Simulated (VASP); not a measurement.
# Si4C5 in VASP: single point with PBE

Aim: the single point of Si4C5 with PBE.

Everything below comes from runs of VASP 6.6.1. Logs are shortened: lines on timing, memory, paths and dates and some standing lists are left out, and cuts for length are marked.

## Step 1: The cell of the first run

The cell holds a slab with vacuum, 9 atoms: a = 3.097 Å, b = 4.379 Å, c = 21.633 Å, α = 90.00°, β = 90.00°, γ = 90.00°.

## Step 2: Single point, PBE, collinear spin

Contents of INCAR:

```
PREC = Accurate ; ENCUT = 520
EDIFF = 1E-7 ; ISMEAR = 0
SIGMA = 0.05 ; LREAL = False
LASPH = True ; NELM = 150
ALGO = Normal ; ISIF = 2
LWAVE = False ; LCHARG = False
ISPIN = 2 ; MAGMOM = 0 0 0 0 0 0 0 0 2
LORBIT = 11 ; LDIPOL = True
IDIPOL = 3 ; DIPOL = 0.5 0.5 0.307
GGA = PE ; NBANDS = 32
```

Contents of KPOINTS:

```
Automatic mesh
0
Gamma
  9 6 1
```

Contents of POSCAR:

```
Si4C5
1.0
    3.0967389913      0.0000000000      0.0000000000
    0.0000000000      4.3794502806      0.0000000000
    0.0000000000      0.0000000000     21.6332076680
Si C
4 5
Direct
    0.5000000000      0.5000000000      0.1849009200
    0.0000000000      0.0000000000      0.2564746561
    0.5000000000      0.4971399428      0.3308417698
    0.0000000000      0.9498901322      0.3879886411
    0.0000000000      0.2500000000      0.1849009200
    0.5000000000      0.7500000000      0.2564746561
    0.0000000000      0.2559422956      0.3296079144
    0.5000000000      0.7547377220      0.3990720101
    1.0000000000      1.2547377220      0.4309674188
```

Potentials or basis: VASP PAW PBE potentials, release 64 (Si, C).

Command:

```bash
cat potpaw_PBE.64/Si/POTCAR potpaw_PBE.64/C/POTCAR > POTCAR
mpirun -np 1 vasp_std > vasp.out
```

OUTCAR:

```text
PREC = Accurate
   ENCUT = 520
   EDIFF = 1E-7
   ISMEAR = 0
   LREAL = False
   LASPH = True
   NELM = 150
   ISIF = 2
   ISPIN = 2
   LORBIT = 11
   GGA = PE

 ion  position               nearest neighbor table
   1  0.500  0.500  0.185-   5 1.90   5 1.90   6 1.90   2 3.10   2 3.10   2 3.10   2 3.10
   2  0.000  0.000  0.256-   6 1.90   6 1.90   5 1.90   7 1.94   4 2.85   1 3.10   1 3.10   1 3.10
                             1 3.10   3 3.12   3 3.12   3 3.14   3 3.14
   3  0.500  0.497  0.331-   8 1.86   7 1.87   7 1.87   6 1.95   4 2.80   4 2.80   4 3.11   4 3.11
                             2 3.12   2 3.12   2 3.14   2 3.14
   4  0.000  0.950  0.388-   9 1.63   8 1.78   8 1.78   7 1.84   3 2.80   3 2.80   2 2.85   3 3.11
                             3 3.11
   5  0.000  0.250  0.185-   1 1.90   1 1.90   2 1.90
   6  0.500  0.750  0.256-   2 1.90   2 1.90   1 1.90   3 1.95
   7  0.000  0.256  0.330-   4 1.84   3 1.87   3 1.87   2 1.94
   8  0.500  0.755  0.399-   4 1.78   4 1.78   3 1.86
   9  0.000  0.255  0.431-   4 1.63

  LATTYP: Found a simple orthorhombic cell.
 ALAT       =     3.0967389913
 B/A-ratio  =     1.4142135624
 C/A-ratio  =     6.9858027198

  Lattice vectors:

 A1 = (   3.0967389913,   0.0000000000,   0.0000000000)
 A2 = (   0.0000000000,   4.3794502806,   0.0000000000)
 A3 = (   0.0000000000,   0.0000000000,  21.6332076680)

Analysis of symmetry for initial positions (statically):
=====================================================================
 Subroutine PRICEL returns:
 Original cell was already a primitive cell.

 Routine SETGRP: Setting up the symmetry group for a
 simple orthorhombic supercell.

 Subroutine GETGRP returns: Found  2 space group operations
 (whereof  2 operations were pure point group operations)
 out of a pool of  8 trial point group operations.

The static configuration has the point symmetry C_1h.

Analysis of symmetry for dynamics (positions and initial velocities):
=====================================================================
 Subroutine PRICEL returns:
 Original cell was already a primitive cell.

 Routine SETGRP: Setting up the symmetry group for a
 simple orthorhombic supercell.

 Subroutine GETGRP returns: Found  2 space group operations
 (whereof  2 operations were pure point group operations)
 out of a pool of  8 trial point group operations.

The dynamic configuration has the point symmetry C_1h.

Analysis of structural, dynamic, and magnetic symmetry:
=====================================================================
 Subroutine PRICEL returns:
 Original cell was already a primitive cell.

 Routine SETGRP: Setting up the symmetry group for a
 simple orthorhombic supercell.

 Subroutine GETGRP returns: Found  2 space group operations
 (whereof  2 operations were pure point group operations)
 out of a pool of  8 trial point group operations.

The overall configuration has the point symmetry C_1h.

 Subroutine INISYM returns: Found  2 space group operations
 (whereof  2 operations are pure point group operations),
 and found     1 'primitive' translations

----------------------------------------------------------------------------------------

                                     Primitive cell

  volume of cell :     293.3899

  direct lattice vectors                    reciprocal lattice vectors
     3.096738991  0.000000000  0.000000000     0.322920337  0.000000000  0.000000000
     0.000000000  4.379450281  0.000000000     0.000000000  0.228339160  0.000000000
     0.000000000  0.000000000 21.633207668     0.000000000  0.000000000  0.046225230

  length of vectors
     3.096738991  4.379450281 21.633207668     0.322920337  0.228339160  0.046225230

  position of ions in fractional coordinates (direct lattice)
     0.500000000  0.500000000  0.184900920
     0.000000000  0.000000000  0.256474656
     0.500000000  0.497139943  0.330841770
     0.000000000  0.949890132  0.387988641
     0.000000000  0.250000000  0.184900920
     0.500000000  0.750000000  0.256474656
     0.000000000  0.255942296  0.329607914
     0.500000000  0.754737722  0.399072010
     0.000000000  0.254737722  0.430967419

  ion indices of the primitive-cell ions
   primitive index   ion index
                 1           1
                 2           2
                 3           3
                 4           4
                 5           5
                 6           6
[... 69 lines left out ...]
   NELM   =    150;   NELMIN=  2; NELMDL= -5     # of ELM steps
   EDIFF  = 0.1E-06   stopping-criterion for ELM
   LREAL  =      F    real-space projection
   EDIFFG = 0.1E-05   stopping-criterion for IOM
   NSW    =      0    number of steps for IOM
   IBRION =     -1    ionic relax: 0-MD 1-quasi-New 2-CG
   NFREE  =      0    steps in history (QN), initial steepest desc. (CG)
   ISIF   =      2    stress and relaxation
   ISYM   =      2    0-nonsym 1-usesym 2-fastsym
   POTIM  = 0.5000    time-step for ionic-motion
   TEBEG  =    0.0;   TEEND  =   0.0 temperature during run
   PSTRESS=    0.0 pullay stress
   NELECT =      36.0000    total number of electrons
   NUPDOWN=      -1.0000    fix difference up-down
   EMIN   =  10.00;   EMAX   =-10.00  energy-range for DOS
   EFERMI =   0.00;   METHOD = LEGACY
   ISMEAR =     0;   SIGMA  =   0.05  broadening in eV -4-tet -1-fermi 0-gaus
   EFERMI_NEDOS =   21; number of points for ismear=-14 and -15
   IALGO  =     38    algorithm
   IMIX   =      4    mixing-type and parameters
     AMIX     =   0.40;   BMIX     =  1.00
     AMIX_MAG =   1.60;   BMIX_MAG =  1.00
  volume/ion in A,a.u.               =      32.60       219.99
  Fermi-wavevector in a.u.,A,eV,Ry     =   0.813506  1.537303  9.004221  0.661792
  Thomas-Fermi vector in A             =   1.923243
   LORBIT       =     11    0 simple, 1 ext, 2 COOP (PROOUT), +10 PAW based schemes
   GGA     = PE    functional components
   LHFCALC =     F    Hartree Fock is set to
   AEXX    =    0.0000 exact exchange contribution
   IVDW    =     0    specifies the selected vdW correction
   LEPSILON=     F    determine dielectric tensor
   LRPA    =     F    only Hartree local field effects (RPA)
 spin polarized calculation
 Gauss-broadening in eV      SIGMA  =   0.05
  energy-cutoff  :      520.00
  volume of cell :      293.39
 maximum number of plane-waves:      7940
 NGX is ok and might be reduce to    24
   NGX = 11   NGY = 17   NGZ = 81

 dipolmoment           0.000000      0.000000     -0.121774 electrons x Angstroem

 number of electron      35.9999998 magnetization       0.4250369

 dipolmoment           0.000000      0.000000      0.099159 electrons x Angstroem

 Free energy of the ion-electron system (eV)
  ---------------------------------------------------
  ext. energy  EPLUGINS =         0.00000000
  ---------------------------------------------------
  free energy    TOTEN  =       -57.43058342 eV

  energy without entropy =      -57.42929231  energy(sigma->0) =      -57.42993786

 E-fermi :  -0.9984     XC(G=0):  -4.3327

 val. band max:       -1.0209544655   @ k =   0.1111   0.5000   0.0000
 cond. band min:      -0.9613368937   @ k =   0.2222   0.3333   0.0000
 fundamental gap:      0.0596175718
 Fermi energy:        -0.9983745479

 spin component 1

 k-point     1 :       0.0000    0.0000    0.0000
  band No.  band energies     occupation
      1     -17.3491      1.00000
      2     -15.4340      1.00000
      3     -13.1217      1.00000
      4     -12.4613      1.00000
      5     -11.4302      1.00000
      6      -9.4471      1.00000
[... 649 lines left out ...]
     29       6.6763      0.00000
     30       6.9347      0.00000
 Fermi energy:        -0.9983745479

 spin component 2

 k-point     1 :       0.0000    0.0000    0.0000
  band No.  band energies     occupation
      1     -17.2961      1.00000
      2     -15.3983      1.00000
      3     -13.0646      1.00000
      4     -12.4088      1.00000
      5     -11.2981      1.00000
      6      -9.4209      1.00000
[... 649 lines left out ...]
     29       6.6894      0.00000
     30       6.9492      0.00000
 [bands above 30 left out]

------------------------ aborting loop because EDIFF is reached ----------------------------------------

 vacuum level on the upper side and lower side of the slab       (xc-potential included)         0.643        -0.647

  FORCE on cell =-STRESS in cart. coord.  units (eV):
  Direction    XX          YY          ZZ          XY          YZ          ZX
  --------------------------------------------------------------------------------------
  -------------------------------------------------------------------------------------
  Total        1.7992848     10.0372319      1.6383572      0.0000000      6.9285507      0.0000000
  in kB        9.8257426     54.8124757      8.9469304      0.0000000     37.8362301      0.0000000
  external PRESSURE =      24.5283829 kB  Pullay stress =       0.0000000 kB

 VOLUME and BASIS-vectors are now :
 -----------------------------------------------------------------------------
  energy-cutoff  :      520.00
  volume of cell :      293.39
      direct lattice vectors                 reciprocal lattice vectors
     3.096738991  0.000000000  0.000000000     0.322920337  0.000000000  0.000000000
     0.000000000  4.379450281  0.000000000     0.000000000  0.228339160  0.000000000
     0.000000000  0.000000000 21.633207668     0.000000000  0.000000000  0.046225230

 POSITION                                       TOTAL-FORCE (eV/Angst)
 -----------------------------------------------------------------------------------
      1.54837      2.18973      4.00000         0.000000     -2.652005      1.887743
      0.00000      0.00000      5.54837         0.000000      0.160613     -1.444112
      1.54837      2.17720      7.15717         0.000000      0.151892     -0.505267
      0.00000      4.16000      8.39344         0.000000     -5.577391     -0.918808
      0.00000      1.09486      4.00000         0.000000      1.635996     -0.248370
      1.54837      3.28459      5.54837         0.000000      0.693684     -0.111360
      0.00000      1.12089      7.13048         0.000000      0.655571     -0.817481
      1.54837      3.30534      8.63321         0.000000     -1.921539     -1.133636
      0.00000      1.11561      9.32321         0.000000      6.853178      3.291291
 -----------------------------------------------------------------------------------
    total drift:                                0.000000     -0.000198     -0.000051

  FREE ENERGIE OF THE ION-ELECTRON SYSTEM (eV)
  ---------------------------------------------------
  free  energy   TOTEN  =       -57.4305834224 eV

  energy  without entropy=      -57.4292923055  energy(sigma->0) =      -57.42993786

 vacuum level on the upper side and lower side of the slab         4.953         3.629

 total charge

# of ion       s       p       d       tot
------------------------------------------
    1        0.755   0.841   0.000   1.596
    2        0.709   0.914   0.000   1.623
    3        0.713   0.949   0.000   1.662
    4        0.755   1.161   0.000   1.916
    5        0.862   1.524   0.000   2.386
    6        0.850   1.644   0.000   2.494
    7        0.859   1.669   0.000   2.528
    8        0.903   1.578   0.000   2.481
    9        1.028   1.218   0.000   2.246
--------------------------------------------------
tot          7.435  11.497   0.000  18.932

 magnetization (x)

# of ion       s       p       d       tot
------------------------------------------
    1       -0.003  -0.006   0.000  -0.009
    2        0.001   0.001   0.000   0.001
    3        0.000   0.002   0.000   0.002
    4        0.003   0.022   0.000   0.025
    5        0.000  -0.003   0.000  -0.003
    6       -0.000   0.002   0.000   0.002
    7        0.003   0.014   0.000   0.017
    8        0.018   0.069   0.000   0.087
    9        0.013   0.129   0.000   0.141
--------------------------------------------------
tot          0.034   0.230   0.000   0.264
```

Run time: 17 min. Hardware: 1 thread of Intel Xeon 8259CL, shared host; peak memory 0.58 GiB.

Results:

| Property | Result |
| --- | --- |
| Free energy | -57.4306 eV |
| Largest force | 7.603 eV/Å |
| Net moment | 0.43 μB per cell |
| Site moments | Si -0.01, +0.00, +0.03 (each value once); C -0.00, +0.00, +0.02, +0.09, +0.14 μB |
| Valence electrons inside the program's atomic spheres | Si 1.60, 1.62, 1.66, 1.92; C 2.39, 2.49, 2.53, 2.48, 2.25 |

Forces on the atoms (eV/Å):
```
Si   0.000 -2.652  1.888
Si   0.000  0.161 -1.444
Si   0.000  0.152 -0.505
Si   0.000 -5.577 -0.919
C    0.000  1.636 -0.248
C    0.000  0.694 -0.111
C    0.000  0.656 -0.817
C    0.000 -1.922 -1.134
C    0.000  6.853  3.291
```

Levels at points of the mesh, in eV from the Fermi level:
Spin up:
| k point | band 16 | band 17 | band 18 | band 19 | band 20 | band 21 |
| --- | --- | --- | --- | --- | --- | --- |
| (0.00, 0.00, 0.00) | -1.12 | -1.00 | -0.10 | 0.75 | 1.03 | 1.13 |
| (0.00, 0.50, 0.00) | -1.62 | -0.79 | -0.06 | 0.31 | 0.82 | 1.06 |
Spin down:
```
           k point  band 14  band 15  band 16  band 17  band 18  band 19  band 20  band 21
(0.00, 0.00, 0.00)    -1.90    -1.77    -1.00    -0.99     0.29     0.82     1.08     1.23
(0.00, 0.50, 0.00)    -2.40    -2.21    -1.63    -0.78     0.18     0.54     0.91     1.19
```

Caveat: a moment this small can come from the mesh or the smearing.
